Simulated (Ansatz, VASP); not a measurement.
## Al: VASP beside Ansatz

File INCAR:

```
  PREC = Accurate
  ENCUT = 520
  EDIFF = 1E-6
  ISMEAR = 0
  SIGMA = 0.15
  LREAL = F
  LASPH = T
  NELM = 60
  ALGO = Fast
  ISIF = 2
  LWAVE = F
  LCHARG = T
  GGA = PE
  LELF = T
  LVHAR = T
  NBANDS = 10
```

File KPOINTS:

```
Automatic mesh
0
Gamma
  20 20 12
```

POSCAR

```
Al
1.0
   -1.5528098305      1.5528098305      1.6175102401
    1.5528098305     -1.5528098305      1.6175102401
    3.1056196609      3.1056196609      0.0000000000
Al
2
Direct
    0.0586228248     -0.0586228248      0.0000000000
    0.4413771752      0.5586228248      0.5000000000
```

Input for Ansatz:

```yaml
crystal:
  lattice:
    - [-1.5528098305, 1.5528098305, 1.6175102401]
    - [1.5528098305, -1.5528098305, 1.6175102401]
    - [3.1056196609, 3.1056196609, 0.0]
  atoms:
    - { symbol: Al, position: [0.0586228248, -0.0586228248, 0.0] }
    - { symbol: Al, position: [0.4413771752, 0.5586228248, 0.5] }
basis:
  ecutwfc: 420
kpoints:
  mp_grid: { grid: [20, 20, 12] }
hamiltonian:
  xc: pbe
scf:
  occupations: { method: gaussian, width: 0.15 }
output:
  forces: true
  stress: true
  eigenvalues: true
```

Change from the starting cell: mode 1 frozen in at -0.268 Å, equal normal strain along x and y -0.0400.

Alike in both runs: task single point; functional PBE; k mesh 20 × 20 × 12; occupations gaussian, width 0.15 eV; no spin polarisation.

|  | VASP | Ansatz |
| --- | --- | --- |
| version | VASP 6.6.1 | Ansatz 0.2.0 |
| potentials or method | VASP PAW PBE potentials, release 64 (Al), cutoff 520 eV | scalar-relativistic, plane waves, PAW |
| valence electrons in the cell | 6 | 6 |

```csv
,VASP,Ansatz,Ansatz less VASP
gap on the k mesh at the Fermi level (eV),none,none,-
pressure (GPa),7.4,7.4,+0.02
"traceless stress, the component that is largest in VASP (GPa)",-1.46,-1.47,-0.017
rms of the force components (eV/Å),0.019,0.019,+0.0008
```

Atom by atom the forces differ by 0.001 eV/Å (rms over components). A gap of «none» marks a metal or a gap that the smearing closes. With one functional, cell and mesh, what is left measures potentials, basis and numerics.
